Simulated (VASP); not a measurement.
Runs of VASP 6.6.1 on Au. The structure is that of space group Fd-3m (No. 227), or close to it. The cells are those of the table. This isn't the form of Au at room conditions, which is fcc.

| task | cell | k mesh | cutoff (eV) | gap on the mesh (eV) | pressure (GPa) | relaxed volume (Å³/atom) |
| --- | --- | --- | --- | --- | --- | --- |
| single point | a = 4.302 Å, angles 60.0°, 2 atoms | 6 × 6 × 6 | 520 | none | 0.1 | - |
| relaxation of cell and atoms | relaxed from a = 4.302 Å, angles 60.0°, 2 atoms | 16 × 16 × 16 | 600 | none | 0.0 | 28.10 |
| relaxation of cell and atoms | relaxed from a = 3.885 Å, angles 60.0°, 2 atoms | 6 × 6 × 6 | 600 | none | 0.0 | 28.19 |
| single point | a = 4.296 Å, angles 60.0°, 2 atoms | 16 × 16 × 16 | 520 | none | 0.1 | - |
| single point | a = 3.885 Å, angles 60.0°, 2 atoms | 6 × 6 × 6 | 520 | none | (a) | - |

Alike in all rows: level r2SCAN; potentials or basis VASP PAW PBE potentials, release 64 (Au); no spin polarisation; smearing gaussian 0.1 eV.

Fill in the values left out.

(a) 45.8.

Caveats: the PAW data sets were made with another functional, which shifts forces and pressure a little; spin-orbit coupling is left out, which moves the levels of the heavy elements; the volume moved by over 15 % at a fixed basis, so the end points are rough (at least some runs); the cell stands under pressure (at least some runs).

A k mesh can miss the band edges, and the runs leave out spin-orbit coupling on Au.

A gap of «none» marks levels without a gap at the run's occupations.
